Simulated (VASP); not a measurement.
# As: relaxation of cell and atoms with PBE

As:

```
As
1.0
     0.00000    2.87445    2.87445
     2.87445    0.00000    2.87445
     2.87445    2.87445    0.00000
As
2
Cartesian
  -0.7186 -0.7186 -0.7186
  0.7186 0.7186 0.7186
```

| Quantity | Value |
| --- | --- |
| Program | VASP 6.6.1 |
| Task | relaxation of cell and atoms |
| Functional | PBE |
| Potentials or basis | VASP PAW PBE potentials, release 64 (As) |
| Cutoff | 600 eV |
| k mesh | 13 × 13 × 13 |
| Occupations | fermi-dirac, width 0.08 eV |
| Spin | no spin polarisation |
| Dipole correction | no |
| Further INCAR settings | ALGO = Normal; EDIFF = 1e-06; IBRION = 2; EDIFFG = -0.005; NSW = 60; ISIF = 3 |

| Quantity | Value |
| --- | --- |
| Relaxed volume | 28.54 Å³/atom |
| Relaxed cell | a = 4.322 Å, b = 4.322 Å, c = 4.322 Å, α = 60.00°, β = 60.00°, γ = 60.00° |
| Space group after relaxing (to 0.05 Å) | Fd-3m (No. 227) |
| Energy gained by relaxing | 158.1 meV/atom |
| Ionic steps | 5 |
| Pressure after relaxing | 0.0 GPa |
| Band gap on the k mesh | zero (band 5 reaches 3.65 eV, above the bottom of band 6 at 2.39 eV) |

Step by step:
```tsv
step	energy change (eV)	largest force (eV/Å)	pressure (GPa)	volume (Å³)
1	0.0000	0.0000	12.27	47.50
2	-0.2786	0.0000	-2.81	61.14
3	-0.3162	0.0000	0.07	57.00
4	-0.3161	0.0000	-0.09	57.20
5	-0.3162	0.0000	0.01	57.08
```

Final structure:
```yaml
crystal:
  lattice:
    - [0.00000, 3.05592, 3.05592]
    - [3.05592, 0.00000, 3.05592]
    - [3.05592, 3.05592, 0.00000]
  atoms:
    - { symbol: As, position: [0.87500, 0.87500, 0.87500] }
    - { symbol: As, position: [0.12500, 0.12500, 0.12500] }
```

Levels at points of the mesh, in eV from the Fermi level:
| k point | band 3 | band 4 | band 5 | band 6 | band 7 | band 8 |
| --- | --- | --- | --- | --- | --- | --- |
| (0.00, 0.00, 0.00) | -2.11 | -2.11 | -2.11 | 0.62 | 0.62 | 0.62 |

Run time: 100 s on 1 thread of AMD EPYC 7R13 Processor (Zen 3), on a shared host, peak memory 0.18 GiB.

Caveat: the volume moved by over 15 % at a fixed basis, so the end points are rough.
